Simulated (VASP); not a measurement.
# Fe (P6_3/mmc) in VASP: settings compared, part 2 of 2

VASP 6.6.1. The steps go on from the part before.

## 4. Single point, PBE, collinear spin, ferromagnetic start

This run uses another cell than the first one, of 9.86 Å³/atom, 0.925 times its volume.

Contents of INCAR:

```
SYSTEM = Fe
ALGO = Normal ; EDIFF = 1E-6
ENCUT = 600 ; GGA = PE
GGA_COMPAT = .FALSE. ; ISIF = 2
ISMEAR = 0 ; ISPIN = 2
LASPH = .TRUE. ; LCHARG = .FALSE.
LMAXMIX = 4 ; LORBIT = 11
LREAL = .FALSE. ; LWAVE = .FALSE.
MAGMOM = 3 3 ; NBANDS = 19
NELM = 200 ; PREC = Accurate
SIGMA = 0.015
```

Contents of KPOINTS:

```
k-points
0
G
  12 12 7
  0 0 0
```

Contents of POSCAR:

```
Fe
1.0
    2.4341575853      0.0000000000      0.0000000000
   -1.2170787927      2.1080423057      0.0000000000
    0.0000000000      0.0000000000      3.8419344700
Fe
2
Direct
    0.6666666667      0.3333333333      0.7500000000
    0.3333333333      0.6666666667      0.2500000000
```

Launch:

```sh
$ cat potpaw_PBE.64/Fe/POTCAR > POTCAR
$ mpirun -np 1 vasp_std > vasp.out
```

It took 47 s on 1 thread of Intel Xeon Platinum 8488C (Sapphire Rapids), shared host; peak memory 0.18 GiB.

The run converged. Its results:

```yaml
Free_energy: -16.2904 eV
Pressure: 9.6 GPa
Net_moment: 0.06 μB per cell
Site_moments: Fe +0.03 μB
Valence_electrons_inside_the_program's_atomic_spheres: Fe 7.60
```

Stress tensor (GPa, compression positive):
```
 8.87  0.00  0.00
 0.00  8.87  0.00
 0.00  0.00 11.09
```

Levels at points of the mesh, in eV from the Fermi level:
Spin up:
```csv
k point,band 4,band 5,band 6,band 7,band 8,band 9,band 10,band 11,band 12,band 13
"(0.00, 0.00, 0.00)",-1.79,-1.63,-1.30,-1.30,-0.95,-0.95,0.53,0.69,0.69,9.09
"(0.50, 0.00, 0.00)",-2.17,-2.12,-1.64,-1.16,0.79,1.03,1.08,2.74,4.97,11.55
```
Spin down:
```
           k point  band 5  band 6  band 7  band 8  band 9  band 10  band 11  band 12
(0.00, 0.00, 0.00)   -1.61   -1.27   -1.27   -0.91   -0.91     0.54     0.73     0.73
(0.50, 0.00, 0.00)   -2.08   -1.60   -1.13    0.83    1.07     1.12     2.76     4.98
```

Caveat: the starting moments collapsed, and a magnetic state may lie lower.

## 5. Single point, PBE, collinear spin, ferromagnetic start

This run uses another cell than the first one, of 9.86 Å³/atom, 0.925 times its volume.

Contents of INCAR:

```
ALGO = Normal
EDIFF = 1E-6
ENCUT = 600
GGA = PE
GGA_COMPAT = F
ISIF = 2
ISMEAR = 0
ISPIN = 2
LASPH = T
LCHARG = F
LMAXMIX = 4
LORBIT = 11
LREAL = F
LWAVE = F
MAGMOM = 3 3
NBANDS = 19
NELM = 200
PREC = Accurate
SIGMA = 0.017
```

Contents of KPOINTS:

```
k-points
0
Gamma
  12 12 7
```

POSCAR is that of step 4.

Potentials or basis: VASP PAW PBE potentials, release 64 (Fe).

Launch:

```sh
$ cat potpaw_PBE.64/Fe/POTCAR > POTCAR
$ mpirun -np 1 vasp_std > vasp.out
```

OUTCAR:

```text
EDIFF = 1E-6
   ENCUT = 600
   GGA = PE
   ISIF = 2
   ISMEAR = 0
   ISPIN = 2
   LASPH = T
   LORBIT = 11
   LREAL = F
   NELM = 200
   PREC = Accurate

 ion  position               nearest neighbor table
   1  0.667  0.333  0.750-   2 2.38   2 2.38   2 2.38   2 2.38   2 2.38   2 2.38
   2  0.333  0.667  0.250-   1 2.38   1 2.38   1 2.38   1 2.38   1 2.38   1 2.38

  LATTYP: Found a hexagonal cell.
 ALAT       =     2.4341575853
[... 1278 lines left out ...]
  in kB       88.5420350     88.5420350    111.6807451     -0.0000000      0.0000000      0.0000000
  external PRESSURE =      96.2549384 kB  Pullay stress =       0.0000000 kB

 VOLUME and BASIS-vectors are now :
 -----------------------------------------------------------------------------
  energy-cutoff  :      600.00
  volume of cell :       19.71
      direct lattice vectors                 reciprocal lattice vectors
     2.434157585  0.000000000  0.000000000     0.410819746  0.237186891  0.000000000
    -1.217078793  2.108042306  0.000000000     0.000000000  0.474373781  0.000000000
     0.000000000  0.000000000  3.841934470     0.000000000  0.000000000  0.260285543

 POSITION                                       TOTAL-FORCE (eV/Angst)
 -----------------------------------------------------------------------------------
      1.21708      0.70268      2.88145         0.000000      0.000000      0.000000
     -0.00000      1.40536      0.96048        -0.000000     -0.000000      0.000000
 -----------------------------------------------------------------------------------
    total drift:                                0.000000     -0.000000     -0.000000

  FREE ENERGIE OF THE ION-ELECTRON SYSTEM (eV)
  ---------------------------------------------------
  free  energy   TOTEN  =       -16.2904245032 eV

  energy  without entropy=      -16.2899098580  energy(sigma->0) =      -16.29016718

 total charge

# of ion       s       p       d       tot
------------------------------------------
    1        0.553   0.670   6.377   7.600
    2        0.553   0.670   6.377   7.600
--------------------------------------------------
tot          1.106   1.340  12.754  15.199

 magnetization (x)

# of ion       s       p       d       tot
------------------------------------------
    1       -0.000   0.000   0.026   0.027
    2       -0.000   0.000   0.026   0.027
--------------------------------------------------
tot         -0.001   0.001   0.053   0.053
```

OSZICAR:

```text
N       E                     dE             d eps       ncg     rms          rms(c)
DAV:   1     0.846541079173E+02    0.84654E+02   -0.78299E+03  6080   0.125E+03
DAV:   2    -0.133071559591E+02   -0.97961E+02   -0.87183E+02  5827   0.220E+02
DAV:   3    -0.172839832946E+02   -0.39768E+01   -0.37873E+01  6399   0.557E+01
DAV:   4    -0.173153845789E+02   -0.31401E-01   -0.31382E-01  6456   0.467E+00
DAV:   5    -0.173156905805E+02   -0.30600E-03   -0.30599E-03  6487   0.430E-01    0.210E+01
DAV:   6    -0.161792460053E+02    0.11364E+01   -0.57088E+00  6263   0.517E+01    0.275E+00
DAV:   7    -0.162492118177E+02   -0.69966E-01   -0.32172E-01  7255   0.943E+00    0.355E+00
DAV:   8    -0.162624718168E+02   -0.13260E-01   -0.50837E-03  7081   0.119E+00    0.226E+00
DAV:   9    -0.162911776670E+02   -0.28706E-01   -0.16044E-02  8142   0.250E+00    0.677E-01
DAV:  10    -0.162905301899E+02    0.64748E-03   -0.27307E-03  7849   0.663E-01    0.148E-01
DAV:  11    -0.162904768368E+02    0.53353E-04   -0.22487E-04  8235   0.260E-01    0.147E-01
DAV:  12    -0.162904097006E+02    0.67136E-04   -0.30472E-05  8460   0.110E-01    0.507E-02
DAV:  13    -0.162904188884E+02   -0.91878E-05   -0.13202E-05  8118   0.644E-02    0.114E-02
DAV:  14    -0.162904222324E+02   -0.33441E-05   -0.93597E-07  4112   0.171E-02    0.821E-03
DAV:  15    -0.162904243262E+02   -0.20938E-05   -0.38788E-06  6761   0.405E-02    0.360E-03
DAV:  16    -0.162904245032E+02   -0.17695E-06   -0.73093E-07  3297   0.103E-02
   1 F= -.16290425E+02 E0= -.16290167E+02  d E =-.514645E-03  mag=     0.0548
```

stdout:

```text
POSCAR found type information on POSCAR Fe
 POSCAR found :  1 types and       2 ions
 scaLAPACK will be used
 LDA part: xc-table for (Slater+PW92), standard interpolation
 POSCAR, INCAR and KPOINTS ok, starting setup
 FFT: planning ... GRIDC
 FFT: planning ... GRID_SOFT
 FFT: planning ... GRID
 WAVECAR not read
 entering main loop
```

It took 55 s on 1 thread of Intel Xeon Platinum 8488C (Sapphire Rapids), shared host; peak memory 0.18 GiB.

Results:

```yaml
Free_energy: -16.2904 eV
Pressure: 9.6 GPa
Net_moment: 0.05 μB per cell
Site_moments: Fe +0.03 μB
Valence_electrons_inside_the_program's_atomic_spheres: Fe 7.60
```

Levels at points of the mesh, in eV from the Fermi level:
Spin up:
| k point | band 5 | band 6 | band 7 | band 8 | band 9 | band 10 | band 11 | band 12 |
| --- | --- | --- | --- | --- | --- | --- | --- | --- |
| (0.00, 0.00, 0.00) | -1.63 | -1.30 | -1.30 | -0.95 | -0.95 | 0.53 | 0.69 | 0.69 |
| (0.50, 0.00, 0.00) | -2.11 | -1.64 | -1.15 | 0.80 | 1.04 | 1.08 | 2.74 | 4.97 |
Spin down:
```tsv
k point	band 6	band 7	band 8	band 9	band 10	band 11
(0.00, 0.00, 0.00)	-1.27	-1.27	-0.92	-0.92	0.54	0.72
(0.50, 0.00, 0.00)	-1.61	-1.14	0.82	1.06	1.11	2.76
```

Caveat: the starting moments collapsed, and a magnetic state may lie lower.

## 6. Single point, PBE, collinear spin, ferromagnetic start

This run uses another cell than the first one, of 9.86 Å³/atom, 0.925 times its volume.

Contents of INCAR:

```
SYSTEM = Fe
PREC = Accurate
ENCUT = 600
EDIFF = 1E-6
ISMEAR = 0
SIGMA = 0.022
LREAL = .FALSE.
LASPH = .TRUE.
NELM = 200
ALGO = Normal
ISIF = 2
LWAVE = .FALSE.
LCHARG = .TRUE.
ISPIN = 2
MAGMOM = 3 3
LORBIT = 11
LMAXMIX = 4
GGA = PE
LELF = .TRUE.
LVHAR = .TRUE.
NBANDS = 19
GGA_COMPAT = .FALSE.
```

Contents of KPOINTS:

```
regular mesh
0
G
  12 12 7
  0 0 0
```

POSCAR is that of step 5.

Potentials or basis: VASP PAW PBE potentials, release 64 (Fe).

Launch:

```sh
$ cat potpaw_PBE.64/Fe/POTCAR > POTCAR
$ mpirun -np 1 vasp_std > vasp.out
```

Run time: 51 s. Hardware: 1 thread of Intel Xeon Platinum 8488C (Sapphire Rapids), shared host; peak memory 0.17 GiB.

It converged, with:

| Property | Result |
| --- | --- |
| Free energy | -16.2906 eV |
| Pressure | 9.6 GPa |
| Band gap on the k mesh | zero (filled and empty bands overlap) |
| Net moment | 0.03 μB per cell |
| Valence electrons inside the program's atomic spheres | Fe 7.60 |

Stress tensor (GPa, compression positive):
```
 8.80  0.00  0.00
 0.00  8.80  0.00
 0.00  0.00 11.20
```

Levels at points of the mesh, in eV from the Fermi level:
Spin up:
```csv
k point,band 5,band 6,band 7,band 8,band 9,band 10,band 11,band 12
"(0.00, 0.00, 0.00)",-1.63,-1.29,-1.29,-0.94,-0.94,0.53,0.70,0.70
"(0.50, 0.00, 0.00)",-2.11,-1.63,-1.15,0.80,1.04,1.08,2.74,4.97
```
Spin down:
| k point | band 6 | band 7 | band 8 | band 9 | band 10 | band 11 |
| --- | --- | --- | --- | --- | --- | --- |
| (0.00, 0.00, 0.00) | -1.28 | -1.28 | -0.92 | -0.92 | 0.53 | 0.72 |
| (0.50, 0.00, 0.00) | -1.62 | -1.14 | 0.82 | 1.06 | 1.11 | 2.75 |

Caveat: the starting moments collapsed, and a magnetic state may lie lower.
